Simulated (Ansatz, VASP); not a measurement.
Au in VASP and in Ansatz

```xyz
1
Lattice="0.0000 2.1733 2.1733 2.1733 0.0000 2.1733 2.1733 2.1733 0.0000" Properties=species:S:1:pos:R:3 pbc="T T T"
Au    0.0000    0.0000    0.0000
```

Alike in both runs: task single point; functional revPBE; k mesh 21 × 21 × 21; occupations fermi-dirac, width 0.1 eV; no spin polarisation.

```csv
,VASP,Ansatz
version,VASP 6.6.1,Ansatz 0.2.0
potentials or method,"VASP PAW PBE potentials, release 64 (Au), cutoff 520 eV","plane waves (420 eV) with PAW, scalar-relativistic"
valence electrons in the cell,11,19
```

Ansatz gave:

* pressure (GPa): -10.0

**Question.** Which values does VASP return?

**Answer.** Pressure (GPa): -10.1.

VASP's potentials were made for PBE, not for revPBE. VASP's potentials hold 11 valence electrons a cell and Ansatz's 19, so a difference there can come from the potentials and not from the codes.

Spin-orbit coupling is off throughout.
